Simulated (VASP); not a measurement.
# Pt (Fm-3m) in VASP: single point with PBE

Aim: the single point of Pt with PBE.

Program: VASP 6.6.1. These are calculated values, not measurements. Logs are shortened: lines on timing, memory, paths and dates and some standing lists are left out, and cuts for length are marked.

### 1 The cell of the first run

The structure is cubic, space group Fm-3m (No. 225). The conventional cell has a = 4.111 Å, b = 4.111 Å, c = 4.111 Å, α = 90.00°, β = 90.00°, γ = 90.00°. Pt (site symmetry m-3m) has 12 Pt at 2.91 Å within 3.8 Å.

### 2 Single point, PBE, collinear spin, zero start

The input, INCAR:

```
ALGO = Normal
EDIFF = 1E-6
ENCUT = 500
GGA = PE
GGA_COMPAT = F
ISIF = 2
ISMEAR = -1
ISPIN = 2
LASPH = T
LCHARG = F
LMAXMIX = 4
LORBIT = 11
LREAL = F
LWAVE = F
MAGMOM = 0
NBANDS = 15
NELM = 200
PREC = Accurate
SIGMA = 0.1
```

The input, KPOINTS:

```
k-points
0
Gamma
  8 8 8
```

The input, POSCAR:

```
Pt
1.0
    0.0000000000      2.0555000000      2.0555000000
    2.0555000000      0.0000000000      2.0555000000
    2.0555000000      2.0555000000      0.0000000000
Pt
1
Direct
    0.0000000000      0.0000000000      0.0000000000
```

Potentials or basis: VASP PAW PBE potentials, release 64 (Pt).

Started as:

```console
$ cat potpaw_PBE.64/Pt/POTCAR > POTCAR
$ mpirun -np 1 vasp_std > vasp.out
```

OUTCAR:

```text
EDIFF = 1E-6
   ENCUT = 500
   GGA = PE
   ISIF = 2
   ISMEAR = -1
   ISPIN = 2
   LASPH = T
   LORBIT = 11
   LREAL = F
   NELM = 200
   PREC = Accurate

 ion  position               nearest neighbor table
   1  0.000  0.000  0.000-

  LATTYP: Found a face centered cubic cell.
 ALAT       =     4.1110000000

  Lattice vectors:

 A1 = (   0.0000000000,   2.0555000000,   2.0555000000)
 A2 = (   2.0555000000,   0.0000000000,   2.0555000000)
 A3 = (   2.0555000000,   2.0555000000,   0.0000000000)

Analysis of symmetry for initial positions (statically):
=====================================================================
 Subroutine PRICEL returns:
 Original cell was already a primitive cell.

 Routine SETGRP: Setting up the symmetry group for a
 face centered cubic supercell.

 Subroutine GETGRP returns: Found 48 space group operations
 (whereof 48 operations were pure point group operations)
 out of a pool of 48 trial point group operations.

The static configuration has the point symmetry O_h .

Analysis of symmetry for dynamics (positions and initial velocities):
=====================================================================
 Subroutine PRICEL returns:
 Original cell was already a primitive cell.

 Routine SETGRP: Setting up the symmetry group for a
 face centered cubic supercell.

 Subroutine GETGRP returns: Found 48 space group operations
 (whereof 48 operations were pure point group operations)
 out of a pool of 48 trial point group operations.

The dynamic configuration has the point symmetry O_h .

Analysis of structural, dynamic, and magnetic symmetry:
=====================================================================
 Subroutine PRICEL returns:
 Original cell was already a primitive cell.

 Routine SETGRP: Setting up the symmetry group for a
 face centered cubic supercell.

 Subroutine GETGRP returns: Found 48 space group operations
 (whereof 48 operations were pure point group operations)
 out of a pool of 48 trial point group operations.

The overall configuration has the point symmetry O_h .

 Subroutine INISYM returns: Found 48 space group operations
 (whereof 48 operations are pure point group operations),
 and found     1 'primitive' translations

----------------------------------------------------------------------------------------

                                     Primitive cell

  volume of cell :      17.3693

  direct lattice vectors                    reciprocal lattice vectors
     0.000000000  2.055500000  2.055500000    -0.243249818  0.243249818  0.243249818
     2.055500000  0.000000000  2.055500000     0.243249818 -0.243249818  0.243249818
     2.055500000  2.055500000  0.000000000     0.243249818  0.243249818 -0.243249818

  length of vectors
     2.906915977  2.906915977  2.906915977     0.421321043  0.421321043  0.421321043

  position of ions in fractional coordinates (direct lattice)
     0.000000000  0.000000000  0.000000000

  ion indices of the primitive-cell ions
   primitive index   ion index
                 1           1

----------------------------------------------------------------------------------------

 KPOINTS: k-points

Automatic generation of k-mesh.
 Grid dimensions read from file:
 generate k-points for:    8    8    8

 Generating k-lattice:

  Cartesian coordinates                     Fractional coordinates (reciprocal lattice)
    -0.030406227  0.030406227  0.030406227     0.125000000  0.000000000  0.000000000
     0.030406227 -0.030406227  0.030406227     0.000000000  0.125000000  0.000000000
     0.030406227  0.030406227 -0.030406227     0.000000000  0.000000000  0.125000000

  Length of vectors
     0.052665130  0.052665130  0.052665130

  Shift w.r.t. Gamma in fractional coordinates (k-lattice)
     0.000000000  0.000000000  0.000000000

 Subroutine IBZKPT returns following result:
 ===========================================

 Found     29 irreducible k-points:

 Following reciprocal coordinates:
            Coordinates               Weight
  0.000000  0.000000  0.000000      1.000000
  0.125000  0.000000  0.000000      8.000000
  0.250000  0.000000  0.000000      8.000000
  0.375000  0.000000  0.000000      8.000000
  0.500000  0.000000  0.000000      4.000000
  0.125000  0.125000  0.000000      6.000000
[... 16 lines left out ...]
  0.500000  0.250000  0.125000     48.000000
 -0.375000  0.250000  0.125000     24.000000
 [... further k-points ...]
   k-points           NKPTS =     29   k-points in BZ     NKDIM =     29   number of bands    NBANDS=     15
   number of dos      NEDOS =    301   number of ions     NIONS =      1
   total plane-waves  NPLWV =  13824
   dimension x,y,z NGX =    24 NGY =   24 NGZ =   24
   dimension x,y,z NGXF=    48 NGYF=   48 NGZF=   48
   ions per type =               1
   NGX,Y,Z   is equivalent  to a cutoff of  13.73, 13.73, 13.73 a.u.
   NGXF,Y,Z  is equivalent  to a cutoff of  27.45, 27.45, 27.45 a.u.
 SYSTEM =  unknown system
   PREC   = accura    normal or accurate (medium, high low for compatibility)
   ISTART =      0    job   : 0-new  1-cont  2-samecut
   ICHARG =      2    charge: 1-file 2-atom 10-const
   ISPIN  =      2    spin polarized calculation?
   LNONCOLLINEAR =      F non collinear calculations
   LSORBIT =      F    spin-orbit coupling
   LASPH  =      T    aspherical Exc in radial PAW
   ENCUT  =  500.0 eV  36.75 Ry    6.06 a.u.   5.30  5.30  5.30*2*pi/ulx,y,z
   NELM   =    200;   NELMIN=  2; NELMDL= -5     # of ELM steps
   EDIFF  = 0.1E-05   stopping-criterion for ELM
   LREAL  =      F    real-space projection
[... 7 lines left out ...]
   TEBEG  =    0.0;   TEEND  =   0.0 temperature during run
   PSTRESS=    0.0 pullay stress
   NELECT =      10.0000    total number of electrons
   NUPDOWN=      -1.0000    fix difference up-down
   EMIN   =  10.00;   EMAX   =-10.00  energy-range for DOS
   EFERMI =   0.00;   METHOD = LEGACY
   ISMEAR =    -1;   SIGMA  =   0.10  broadening in eV -4-tet -1-fermi 0-gaus
   EFERMI_NEDOS =   21; number of points for ismear=-14 and -15
   IALGO  =     38    algorithm
   IMIX   =      4    mixing-type and parameters
     AMIX     =   0.40;   BMIX     =  1.00
     AMIX_MAG =   1.60;   BMIX_MAG =  1.00
  volume/ion in A,a.u.               =      17.37       117.21
  Fermi-wavevector in a.u.,A,eV,Ry     =   1.361907  2.573630 25.235947  1.854790
  Thomas-Fermi vector in A             =   2.488442
   LORBIT       =     11    0 simple, 1 ext, 2 COOP (PROOUT), +10 PAW based schemes
   GGA     = PE    functional components
   LHFCALC =     F    Hartree Fock is set to
   AEXX    =    0.0000 exact exchange contribution
   IVDW    =     0    specifies the selected vdW correction
   LEPSILON=     F    determine dielectric tensor
   LRPA    =     F    only Hartree local field effects (RPA)
 spin polarized calculation
  energy-cutoff  :      500.00
  volume of cell :       17.37
 maximum number of plane-waves:       459
 NGX is ok and might be reduce to    24
   NGX = 11   NGY = 11   NGZ = 11

 number of electron      10.0000001 magnetization       0.0000170

 number of electron      10.0000001 magnetization      -0.0000511

 Free energy of the ion-electron system (eV)
  ---------------------------------------------------
  ext. energy  EPLUGINS =         0.00000000
  ---------------------------------------------------
  free energy    TOTEN  =        -5.99440653 eV

  energy without entropy =       -5.92171505  energy(sigma->0) =       -5.95806079

 E-fermi :   8.6958     XC(G=0): -12.6575

 val. band max:        8.5853401918   @ k =  -0.3750   0.3750   0.0000
 cond. band min:       8.7080430697   @ k =   0.5000   0.5000   0.0000
 fundamental gap:      0.1227028779
 Fermi energy:         8.6957676444

 spin component 1

 k-point     1 :       0.0000    0.0000    0.0000
  band No.  band energies     occupation
      1       0.0276      1.00000
      2       5.7290      1.00000
      3       5.7290      1.00000
      4       5.7290      1.00000
      5       7.4269      1.00000
      6       7.4269      1.00000
      7      23.6733      0.00000
      8      27.8473      0.00000
      9      27.8473      0.00000
     10      27.8473      0.00000
     11      32.7081      0.00000
     12      37.9620      0.00000
     13      37.9620      0.00000
     14      37.9620      0.00000
     15      39.3380      0.00000
[... 397 lines left out ...]
 k-point    24 :      -0.3750    0.2500    0.1250
  band No.  band energies     occupation
      1       3.8665      1.00000
      2       4.9496      1.00000
      3       6.0456      1.00000
      4       6.6277      1.00000
      5       8.5717      0.77572
      6      12.8388      0.00000
      7      13.4388      0.00000
      8      22.1706      0.00000
      9      22.9816      0.00000
     10      27.1106      0.00000
     11      33.3997      0.00000
     12      36.1530      0.00000
     13      37.8690      0.00000
     14      39.3395      0.00000
     15      40.7827      0.00000

 [... further k-points ...]

 spin component 2

 k-point     1 :       0.0000    0.0000    0.0000
  band No.  band energies     occupation
      1       0.0276      1.00000
      2       5.7290      1.00000
      3       5.7290      1.00000
      4       5.7290      1.00000
      5       7.4269      1.00000
      6       7.4269      1.00000
      7      23.6733      0.00000
      8      27.8473      0.00000
      9      27.8473      0.00000
     10      27.8473      0.00000
     11      32.7081      0.00000
     12      37.9619      0.00000
     13      37.9619      0.00000
     14      37.9619      0.00000
     15      39.3380      0.00000
[... 397 lines left out ...]
 k-point    24 :      -0.3750    0.2500    0.1250
  band No.  band energies     occupation
      1       3.8665      1.00000
      2       4.9496      1.00000
      3       6.0455      1.00000
      4       6.6277      1.00000
      5       8.5717      0.77573
      6      12.8388      0.00000
      7      13.4388      0.00000
      8      22.1706      0.00000
      9      22.9816      0.00000
     10      27.1106      0.00000
     11      33.3997      0.00000
     12      36.1530      0.00000
     13      37.8690      0.00000
     14      39.3395      0.00000
     15      40.7826      0.00000

 [... further k-points ...]
[... 5 lines left out ...]
  --------------------------------------------------------------------------------------
  -------------------------------------------------------------------------------------
  Total       -2.1000556     -2.1000556     -2.1000556      0.0000000      0.0000000      0.0000000
  in kB     -193.7130755   -193.7130755   -193.7130755      0.0000000      0.0000000      0.0000000
  external PRESSURE =    -193.7130755 kB  Pullay stress =       0.0000000 kB

 VOLUME and BASIS-vectors are now :
 -----------------------------------------------------------------------------
  energy-cutoff  :      500.00
  volume of cell :       17.37
      direct lattice vectors                 reciprocal lattice vectors
     0.000000000  2.055500000  2.055500000    -0.243249818  0.243249818  0.243249818
     2.055500000  0.000000000  2.055500000     0.243249818 -0.243249818  0.243249818
     2.055500000  2.055500000  0.000000000     0.243249818  0.243249818 -0.243249818

 POSITION                                       TOTAL-FORCE (eV/Angst)
 -----------------------------------------------------------------------------------
      0.00000      0.00000      0.00000         0.000000     -0.000000      0.000000
 -----------------------------------------------------------------------------------
    total drift:                               -0.000000     -0.000000     -0.000000

  FREE ENERGIE OF THE ION-ELECTRON SYSTEM (eV)
  ---------------------------------------------------
  free  energy   TOTEN  =        -5.9944065275 eV

  energy  without entropy=       -5.9217150451  energy(sigma->0) =       -5.95806079

 total charge

# of ion       s       p       d       tot
------------------------------------------
    1        0.576   0.456   7.945   8.977

 magnetization (x)

# of ion       s       p       d       tot
------------------------------------------
    1        0.000  -0.000  -0.000  -0.000
```

It took 30 s on 1 thread of Intel Xeon 8259CL, shared host; peak memory 0.15 GiB.

What came out:

| Property | Result |
| --- | --- |
| Free energy | -5.9944 eV |
| Pressure | -19.4 GPa |
| Band gap on the k mesh | zero (filled and empty bands overlap) |
| Net moment | 0.00 μB per cell |
| Valence electrons inside the program's atomic spheres | Pt 8.98 |

Levels at points of the mesh, in eV from the Fermi level:
Spin up:
| k point | band 2 | band 3 | band 4 | band 5 | band 6 | band 7 | band 8 | band 9 |
| --- | --- | --- | --- | --- | --- | --- | --- | --- |
| (0.00, 0.00, 0.00) | -2.97 | -2.97 | -2.97 | -1.27 | -1.27 | 14.98 | 19.15 | 19.15 |
| (0.50, 0.00, 0.00) | -3.01 | -3.01 | 0.05 | 0.05 | 0.14 | 4.88 | 14.50 | 18.01 |
| (0.50, 0.50, 0.00) | -5.23 | 0.01 | 0.40 | 0.40 | 2.11 | 7.50 | 10.98 | 10.98 |
Spin down:
```csv
k point,band 2,band 3,band 4,band 5,band 6,band 7,band 8,band 9
"(0.00, 0.00, 0.00)",-2.97,-2.97,-2.97,-1.27,-1.27,14.98,19.15,19.15
"(0.50, 0.00, 0.00)",-3.01,-3.01,0.05,0.05,0.14,4.88,14.50,18.01
"(0.50, 0.50, 0.00)",-5.23,0.01,0.40,0.40,2.11,7.50,10.98,10.98
```

Caveat: spin-orbit coupling is left out, which moves the levels of the heavy elements.
